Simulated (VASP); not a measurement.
Set up this calculation in VASP 6.6.1, as the native input.

| Item | Value |
| --- | --- |
| Task | single point |
| Functional | r2SCAN |
| Potentials or basis | VASP PAW PBE potentials, release 64 (Pt, Pb_d, C) |
| Cutoff | 520 eV |
| k mesh | 5 × 5 × 5 |
| Occupations | gaussian, width 0.15 eV |
| Spin | no spin polarisation |
| Dipole correction | no |
| Further INCAR settings | ALGO = Normal; EDIFF = 1e-07; NBANDS = 32 |

The system is Pt3PbC.

```
Pt Pb C
1.0
     4.30904    0.00000    0.00000
     0.00000    4.30904    0.00000
     0.00000    0.00000    4.30904
Pt Pb C
3 1 1
Direct
  0.00000 0.50000 0.50000
  0.50000 0.50000 0.00000
  0.50000 0.00000 0.50000
  0.00000 0.00000 0.00000
  0.50000 0.50000 0.50000
```

These files were run (other wordings do the same):

POSCAR

```
Pt3PbC
1.0
    4.3090420248      0.0000000000      0.0000000000
    0.0000000000      4.3090420248      0.0000000000
    0.0000000000      0.0000000000      4.3090420248
Pt Pb C
3 1 1
Direct
    0.0000000000      0.5000000000      0.5000000000
    0.5000000000      0.5000000000      0.0000000000
    0.5000000000      0.0000000000      0.5000000000
    0.0000000000      0.0000000000      0.0000000000
    0.5000000000      0.5000000000      0.5000000000
```

INCAR.step1

```
PREC = Accurate ; ENCUT = 520
ISMEAR = 0 ; SIGMA = 0.15
LREAL = F ; LASPH = T
NELM = 100 ; NBANDS = 32
GGA = PE ; ALGO = Normal
EDIFF = 1E-4 ; LWAVE = T
LCHARG = F
```

INCAR.step2

```
PREC = Accurate ; ENCUT = 520
EDIFF = 1E-7 ; ISMEAR = 0
SIGMA = 0.15 ; LREAL = F
LASPH = T ; NELM = 100
ALGO = Normal ; ISIF = 2
LWAVE = F ; LCHARG = F
METAGGA = R2SCAN ; LMIXTAU = T
NBANDS = 32 ; ISTART = 1
```

KPOINTS

```
Automatic mesh
0
Gamma
  5 5 5
```

Potentials or basis: VASP PAW PBE potentials, release 64 (Pt, Pb_d, C).

The run is started by

```console
$ cat potpaw_PBE.64/Pt/POTCAR potpaw_PBE.64/Pb_d/POTCAR potpaw_PBE.64/C/POTCAR > POTCAR
$ cp INCAR.step1 INCAR
$ mpirun -np 1 vasp_std > vasp.out
$ cp INCAR.step2 INCAR
$ mpirun -np 1 vasp_std > vasp.out
```

Results of the run:

```
Pressure               : 1.3 GPa
Band gap on the k mesh : zero (band 24 reaches 9.54 eV, above the bottom of band 25 at 9.20 eV)
```

Caveat: the PAW data sets were made with another functional, which shifts forces and pressure a little; spin-orbit coupling is left out, which moves the levels of the heavy elements.

Run time: 88 s on 1 thread of Intel(R) Xeon(R) Platinum 8259CL CPU @ 2.50GHz (Skylake/Cascade Lake) (shared host), peak memory 0.2 GiB.
